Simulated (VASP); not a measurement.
# Ti6H in VASP: notebook

Runs on Ti6H. Level: PBE. Tasks: single point.

Everything below comes from runs of VASP 6.6.1. Logs are shortened: lines on timing, memory, paths and dates and some standing lists are left out, and cuts for length are marked.

### Step 1. The cell of the first run

The cell holds a slab with vacuum, 7 atoms: a = 4.604 Å, b = 4.604 Å, c = 19.997 Å, α = 90.00°, β = 90.00°, γ = 120.00°.

### Step 2. Single point, PBE

INCAR reads:

```
  PREC = Accurate
  ENCUT = 520
  EDIFF = 1E-6
  ISMEAR = 0
  SIGMA = 0.1
  LREAL = False
  LASPH = True
  NELM = 100
  ALGO = Normal
  ISIF = 2
  LWAVE = False
  LCHARG = False
  LDIPOL = True
  IDIPOL = 3
  DIPOL = 0.5 0.5 0.341
  GGA = PE
  NBANDS = 46
```

KPOINTS reads:

```
regular mesh
0
Gamma
  6 6 1
```

POSCAR reads:

```
Ti6H
1.0
    4.6037402192      0.0000000000      0.0000000000
   -2.3018701096      3.9869559822      0.0000000000
    0.0000000000      0.0000000000     19.9968207719
Ti H
6 1
Direct
    0.6666666667      0.3333333333      0.2000317973
    0.3333333333      0.6666666667      0.2470259945
    0.0000000000      0.0000000000      0.2940201916
    0.6666666667      0.3333333333      0.3353091140
    0.3333333333      0.6666666667      0.3717707007
    0.0000000000      0.0000000000      0.4249085827
    0.0000000000      0.0000000000      0.5113104569
```

Potentials or basis: VASP PAW PBE potentials, release 64 (Ti_sv, H).

Command:

```bash
$ cat potpaw_PBE.64/Ti_sv/POTCAR potpaw_PBE.64/H/POTCAR > POTCAR
$ mpirun -np 1 vasp_std > vasp.out
```

OUTCAR:

```text
PREC = Accurate
   ENCUT = 520
   EDIFF = 1E-6
   ISMEAR = 0
   LREAL = False
   LASPH = True
   NELM = 100
   ISIF = 2
   GGA = PE

 ion  position               nearest neighbor table
   1  0.667  0.333  0.200-   4 2.71   2 2.82   2 2.82   2 2.82
   2  0.333  0.667  0.247-   5 2.49   3 2.82   3 2.82   3 2.82   1 2.82   1 2.82   1 2.82
   3  0.000  0.000  0.294-   6 2.62   4 2.78   4 2.78   4 2.78   2 2.82   2 2.82   2 2.82
   4  0.667  0.333  0.335-   1 2.71   5 2.76   5 2.76   5 2.76   3 2.78   3 2.78   3 2.78
   5  0.333  0.667  0.372-   2 2.49   4 2.76   4 2.76   4 2.76   6 2.86   6 2.86   6 2.86
   6  0.000  0.000  0.425-   7 1.73   3 2.62   5 2.86   5 2.86   5 2.86
   7  0.000  0.000  0.511-   6 1.73

  LATTYP: Found a hexagonal cell.
 ALAT       =     4.6037402192
 C/A-ratio  =     4.3436032052

  Lattice vectors:

 A1 = (   4.6037402192,   0.0000000000,   0.0000000000)
 A2 = (  -2.3018701096,   3.9869559822,   0.0000000000)
 A3 = (   0.0000000000,   0.0000000000,  19.9968207719)

Analysis of symmetry for initial positions (statically):
=====================================================================
 Subroutine PRICEL returns:
 Original cell was already a primitive cell.

 Routine SETGRP: Setting up the symmetry group for a
 hexagonal supercell.

 Subroutine GETGRP returns: Found  6 space group operations
 (whereof  6 operations were pure point group operations)
 out of a pool of 24 trial point group operations.

The static configuration has the point symmetry C_3v.

Analysis of symmetry for dynamics (positions and initial velocities):
=====================================================================
 Subroutine PRICEL returns:
 Original cell was already a primitive cell.

 Routine SETGRP: Setting up the symmetry group for a
 hexagonal supercell.

 Subroutine GETGRP returns: Found  6 space group operations
 (whereof  6 operations were pure point group operations)
 out of a pool of 24 trial point group operations.

The dynamic configuration has the point symmetry C_3v.

 Subroutine INISYM returns: Found  6 space group operations
 (whereof  6 operations are pure point group operations),
 and found     1 'primitive' translations

----------------------------------------------------------------------------------------

                                     Primitive cell

  volume of cell :     367.0398

  direct lattice vectors                    reciprocal lattice vectors
     4.603740219  0.000000000  0.000000000     0.217214689  0.125408959  0.000000000
    -2.301870110  3.986955982  0.000000000     0.000000000  0.250817918  0.000000000
     0.000000000  0.000000000 19.996820772     0.000000000  0.000000000  0.050007949

  length of vectors
     4.603740219  4.603740219 19.996820772     0.250817918  0.250817918  0.050007949

  position of ions in fractional coordinates (direct lattice)
     0.666666667  0.333333333  0.200031797
     0.333333333  0.666666667  0.247025994
     0.000000000  0.000000000  0.294020192
     0.666666667  0.333333333  0.335309114
     0.333333333  0.666666667  0.371770701
     0.000000000  0.000000000  0.424908583
     0.000000000  0.000000000  0.511310457

  ion indices of the primitive-cell ions
   primitive index   ion index
                 1           1
                 2           2
                 3           3
                 4           4
                 5           5
                 6           6
                 7           7

----------------------------------------------------------------------------------------

 KPOINTS: regular mesh

Automatic generation of k-mesh.
 Grid dimensions read from file:
 generate k-points for:    6    6    1

 Generating k-lattice:

  Cartesian coordinates                     Fractional coordinates (reciprocal lattice)
     0.036202448  0.020901493  0.000000000     0.166666667  0.000000000  0.000000000
     0.000000000  0.041802986  0.000000000     0.000000000  0.166666667  0.000000000
     0.000000000  0.000000000  0.050007949     0.000000000  0.000000000  1.000000000

  Length of vectors
     0.041802986  0.041802986  0.050007949

  Shift w.r.t. Gamma in fractional coordinates (k-lattice)
     0.000000000  0.000000000  0.000000000

 Subroutine IBZKPT returns following result:
 ===========================================

 Found      7 irreducible k-points:

 Following reciprocal coordinates:
            Coordinates               Weight
  0.000000  0.000000  0.000000      1.000000
  0.166667  0.000000  0.000000      6.000000
  0.333333  0.000000  0.000000      6.000000
  0.500000  0.000000  0.000000      3.000000
  0.166667  0.166667  0.000000      6.000000
  0.333333  0.166667  0.000000     12.000000
  0.333333  0.333333  0.000000      2.000000
   k-points           NKPTS =      7   k-points in BZ     NKDIM =      7   number of bands    NBANDS=     46
   number of dos      NEDOS =    301   number of ions     NIONS =      7
   total plane-waves  NPLWV = 194400
   dimension x,y,z NGX =    36 NGY =   36 NGZ =  150
   dimension x,y,z NGXF=    72 NGYF=   72 NGZF=  300
   ions per type =               6   1
   NGX,Y,Z   is equivalent  to a cutoff of  13.00, 13.00, 12.47 a.u.
   NGXF,Y,Z  is equivalent  to a cutoff of  26.00, 26.00, 24.94 a.u.
 SYSTEM =  unknown system
   PREC   = accura    normal or accurate (medium, high low for compatibility)
   ISTART =      0    job   : 0-new  1-cont  2-samecut
   ICHARG =      2    charge: 1-file 2-atom 10-const
   ISPIN  =      1    spin polarized calculation?
   LNONCOLLINEAR =      F non collinear calculations
   LSORBIT =      F    spin-orbit coupling
   LASPH  =      T    aspherical Exc in radial PAW
   ENCUT  =  520.0 eV  38.22 Ry    6.18 a.u.   8.56  8.56 37.18*2*pi/ulx,y,z
   NELM   =    100;   NELMIN=  2; NELMDL= -5     # of ELM steps
   EDIFF  = 0.1E-05   stopping-criterion for ELM
   LREAL  =      F    real-space projection
   EDIFFG = 0.1E-04   stopping-criterion for IOM
   NSW    =      0    number of steps for IOM
   IBRION =     -1    ionic relax: 0-MD 1-quasi-New 2-CG
   NFREE  =      0    steps in history (QN), initial steepest desc. (CG)
   ISIF   =      2    stress and relaxation
   ISYM   =      2    0-nonsym 1-usesym 2-fastsym
   POTIM  = 0.5000    time-step for ionic-motion
   TEBEG  =    0.0;   TEEND  =   0.0 temperature during run
   PSTRESS=    0.0 pullay stress
   NELECT =      73.0000    total number of electrons
   NUPDOWN=      -1.0000    fix difference up-down
   EMIN   =  10.00;   EMAX   =-10.00  energy-range for DOS
   EFERMI =   0.00;   METHOD = LEGACY
   ISMEAR =     0;   SIGMA  =   0.10  broadening in eV -4-tet -1-fermi 0-gaus
   EFERMI_NEDOS =   21; number of points for ismear=-14 and -15
   IALGO  =     38    algorithm
   IMIX   =      4    mixing-type and parameters
     AMIX     =   0.40;   BMIX     =  1.00
     AMIX_MAG =   1.60;   BMIX_MAG =  1.00
  volume/ion in A,a.u.               =      52.43       353.84
  Fermi-wavevector in a.u.,A,eV,Ry     =   0.955604  1.805830 12.424560  0.913179
  Thomas-Fermi vector in A             =   2.084457
   LORBIT       =      0    0 simple, 1 ext, 2 COOP (PROOUT), +10 PAW based schemes
   GGA     = PE    functional components
   LHFCALC =     F    Hartree Fock is set to
   AEXX    =    0.0000 exact exchange contribution
   IVDW    =     0    specifies the selected vdW correction
   LEPSILON=     F    determine dielectric tensor
   LRPA    =     F    only Hartree local field effects (RPA)
 non-spin polarized calculation
 Gauss-broadening in eV      SIGMA  =   0.10
  energy-cutoff  :      520.00
  volume of cell :      367.04
 maximum number of plane-waves:      9981
 NGX is ok and might be reduce to    36
   NGX = 17   NGY = 17   NGZ = 75

 dipolmoment           0.000000      0.000000     -0.126735 electrons x Angstroem

 number of electron      72.9999982 magnetization

 dipolmoment           0.000000      0.000000      0.259313 electrons x Angstroem

 Free energy of the ion-electron system (eV)
  ---------------------------------------------------
  ext. energy  EPLUGINS =         0.00000000
  ---------------------------------------------------
  free energy    TOTEN  =       -44.75995349 eV

  energy without entropy =      -44.66229063  energy(sigma->0) =      -44.71112206

 E-fermi :  -0.9343     XC(G=0):  -4.4331

 val. band max:       -0.9530281541   @ k =   0.1667   0.0000   0.0000
 cond. band min:      -0.9315452341   @ k =   0.3333   0.0000   0.0000
 fundamental gap:      0.0214829200
 Fermi energy:        -0.9343150451

 k-point     1 :       0.0000    0.0000    0.0000
  band No.  band energies     occupation
      1     -58.0195      2.00000
      2     -57.8104      2.00000
      3     -57.4452      2.00000
      4     -57.3263      2.00000
      5     -57.2292      2.00000
      6     -57.1359      2.00000
[... 38 lines left out ...]
     45       0.8601      0.00000
     46       0.8601      0.00000

 k-point     2 :       0.1667    0.0000    0.0000
  band No.  band energies     occupation
      1     -58.0190      2.00000
      2     -57.8097      2.00000
      3     -57.4375      2.00000
      4     -57.3288      2.00000
      5     -57.2336      2.00000
      6     -57.1382      2.00000
[... 38 lines left out ...]
     45       0.8240      0.00000
     46       0.8501      0.00000

 k-point     3 :       0.3333    0.0000    0.0000
  band No.  band energies     occupation
      1     -58.0179      2.00000
      2     -57.8083      2.00000
      3     -57.4195      2.00000
      4     -57.3353      2.00000
      5     -57.2435      2.00000
      6     -57.1427      2.00000
[... 185 lines left out ...]
     45       0.4317      0.00000
     46       0.7240      0.00000

 k-point     7 :       0.3333    0.3333    0.0000
  band No.  band energies     occupation
      1     -58.0171      2.00000
      2     -57.8073      2.00000
      3     -57.4038      2.00000
      4     -57.3395      2.00000
      5     -57.2541      2.00000
      6     -57.1457      2.00000
[... 38 lines left out ...]
     45       0.4445      0.00000
     46       0.6128      0.00000

------------------------ aborting loop because EDIFF is reached ----------------------------------------

 vacuum level on the upper side and lower side of the slab       (xc-potential included)         1.242        -1.303

  FORCE on cell =-STRESS in cart. coord.  units (eV):
  Direction    XX          YY          ZZ          XY          YZ          ZX
  --------------------------------------------------------------------------------------
  -------------------------------------------------------------------------------------
  Total       -2.5614894     -2.5614894     -0.3757296     -0.0000000      0.0000000      0.0000000
  in kB      -11.1812392    -11.1812392     -1.6401092     -0.0000000      0.0000000      0.0000000
  external PRESSURE =      -8.0008625 kB  Pullay stress =       0.0000000 kB

 VOLUME and BASIS-vectors are now :
 -----------------------------------------------------------------------------
  energy-cutoff  :      520.00
  volume of cell :      367.04
      direct lattice vectors                 reciprocal lattice vectors
     4.603740219  0.000000000  0.000000000     0.217214689  0.125408959  0.000000000
    -2.301870110  3.986955982  0.000000000     0.000000000  0.250817918  0.000000000
     0.000000000  0.000000000 19.996820772     0.000000000  0.000000000  0.050007949

 POSITION                                       TOTAL-FORCE (eV/Angst)
 -----------------------------------------------------------------------------------
      2.30187      1.32899      4.00000        -0.000000     -0.000000      0.063582
     -0.00000      2.65797      4.93973         0.000000      0.000000      0.521317
      0.00000      0.00000      5.87947         0.000000      0.000000     -0.505594
      2.30187      1.32899      6.70512        -0.000000     -0.000000     -0.201672
     -0.00000      2.65797      7.43423        -0.000000     -0.000000     -0.086462
      0.00000      0.00000      8.49682         0.000000     -0.000000      0.198270
      0.00000      0.00000     10.22458         0.000000     -0.000000      0.010560
 -----------------------------------------------------------------------------------
    total drift:                               -0.000000      0.000000     -0.000184

  FREE ENERGIE OF THE ION-ELECTRON SYSTEM (eV)
  ---------------------------------------------------
  free  energy   TOTEN  =       -44.7599534931 eV

  energy  without entropy=      -44.6622906324  energy(sigma->0) =      -44.71112206

 vacuum level on the upper side and lower side of the slab         5.085         2.448
```

Wall time 2.9 min (1 thread of Intel Xeon 6975P-C (Granite Rapids), shared host); peak memory 0.45 GiB.

What came out:

```
Free energy            : -44.7600 eV
Largest force          : 0.521 eV/Å
Band gap on the k mesh : zero (an odd number of electrons rules out a gap without spin polarisation)
```

Forces in eV/Å, atoms in the order of the input:
```
Ti   0.000  0.000  0.064
Ti   0.000  0.000  0.521
Ti   0.000  0.000 -0.506
Ti   0.000  0.000 -0.202
Ti   0.000  0.000 -0.086
Ti   0.000  0.000  0.198
H    0.000  0.000  0.011
```

### Step 3. Single point, PBE

INCAR reads:

```
SYSTEM = Ti6H
PREC = Accurate
ENCUT = 520
EDIFF = 1E-6
ISMEAR = 0
SIGMA = 0.1
LREAL = .False.
LASPH = .True.
NELM = 100
ALGO = Normal
ISIF = 2
LWAVE = .False.
LCHARG = .False.
LDIPOL = .True.
IDIPOL = 3
DIPOL = 0.5 0.5 0.334
GGA = PE
NBANDS = 46
```

KPOINTS reads:

```
Automatic mesh
0
Gamma
  6 6 1
  0 0 0
```

POSCAR: that of step 2 with these lines changed.

```diff
@@ -14,2 +14,2 @@
     0.0000000000      0.0000000000      0.4249085827
-    0.0000000000      0.0000000000      0.5113104569
+    0.3333333333      0.6666666667      0.4641089417
```

Potentials or basis: VASP PAW PBE potentials, release 64 (Ti_sv, H).

Command:

```bash
$ cat potpaw_PBE.64/Ti_sv/POTCAR potpaw_PBE.64/H/POTCAR > POTCAR
$ mpirun -np 1 vasp_std > vasp.out
```

It took 2.8 min on 1 thread of Intel Xeon 6975P-C (Granite Rapids), shared host; peak memory 0.45 GiB.

Results (log left out):

* Free energy: -45.6246 eV
* Largest force: 0.594 eV/Å
* Band gap on the k mesh: zero (an odd number of electrons rules out a gap without spin polarisation)

Forces on the atoms (eV/Å):
```
Ti   0.000  0.000  0.050
Ti   0.000  0.000  0.341
Ti   0.000  0.000 -0.594
Ti   0.000  0.000 -0.374
Ti   0.000  0.000  0.389
Ti   0.000  0.000  0.187
H    0.000  0.000  0.001
```

Levels at points of the mesh, in eV from the Fermi level:
```tsv
k point	band 33	band 34	band 35	band 36	band 37	band 38	band 39	band 40
(0.00, 0.00, 0.00)	-0.50	-0.50	-0.37	-0.23	-0.23	-0.02	-0.02	0.18
(0.50, 0.00, 0.00)	-0.71	-0.40	-0.35	-0.23	-0.06	0.01	0.36	0.49
```

### Step 4. Single point, PBE

INCAR reads:

```
SYSTEM = Ti6H
PREC = Accurate ; ENCUT = 520
EDIFF = 1E-7 ; ISMEAR = 0
SIGMA = 0.1 ; LREAL = .False.
LASPH = .True. ; NELM = 100
ALGO = Normal ; ISIF = 2
LWAVE = .False. ; LCHARG = .True.
LDIPOL = .True. ; IDIPOL = 3
DIPOL = 0.5 0.5 0.329 ; GGA = PE
LELF = .True. ; LVHAR = .True.
LVACPOTAV = .True. ; NBANDS = 46
```

KPOINTS reads:

```
regular mesh
0
Gamma
  6 6 1
  0 0 0
```

POSCAR: that of step 3 with these lines changed.

```diff
@@ -14,2 +14,2 @@
     0.0000000000      0.0000000000      0.4249085827
-    0.3333333333      0.6666666667      0.4641089417
+    0.6666666667      0.3333333333      0.4321672736
```

Command:

```bash
$ cat potpaw_PBE.64/Ti_sv/POTCAR potpaw_PBE.64/H/POTCAR > POTCAR
$ mpirun -np 1 vasp_std > vasp.out
```

Wall time 3.3 min (1 thread of Intel Xeon 6975P-C (Granite Rapids), shared host); peak memory 0.48 GiB.

The run converged. Its results:

| Property | Result |
| --- | --- |
| Free energy | -45.3431 eV |
| Largest force | 0.564 eV/Å |
| Band gap on the k mesh | zero (an odd number of electrons rules out a gap without spin polarisation) |

Forces on the atoms (eV/Å):
```
Ti   0.000  0.000  0.072
Ti   0.000  0.000  0.419
Ti   0.000  0.000 -0.564
Ti   0.000  0.000  0.192
Ti   0.000  0.000  0.023
Ti   0.000  0.000 -0.145
H    0.000  0.000  0.003
```

Levels at points of the mesh, in eV from the Fermi level:
| k point | band 33 | band 34 | band 35 | band 36 | band 37 | band 38 | band 39 | band 40 |
| --- | --- | --- | --- | --- | --- | --- | --- | --- |
| (0.00, 0.00, 0.00) | -0.48 | -0.48 | -0.30 | -0.30 | -0.28 | 0.00 | 0.00 | 0.40 |
| (0.50, 0.00, 0.00) | -0.63 | -0.39 | -0.31 | -0.18 | -0.04 | -0.01 | 0.35 | 0.43 |

### Step 5. The runs side by side

```tsv
cell	gap on the mesh (eV)	largest force (eV/Å)
as given, atomic positions A	none	0.52
as given, atomic positions B	none	0.59
as given, atomic positions C	none	0.56
```

Alike in all rows: task single point; level PBE; potentials or basis VASP PAW PBE potentials, release 64 (Ti_sv, H); no spin polarisation; k mesh 6 × 6 × 1; cutoff (eV) 520; smearing gaussian 0.1 eV.

Total energies depend on the potentials used, so only differences within one code and one set of settings carry meaning.

The gap in the log of VASP goes by the Fermi energy; the results here count the filled bands.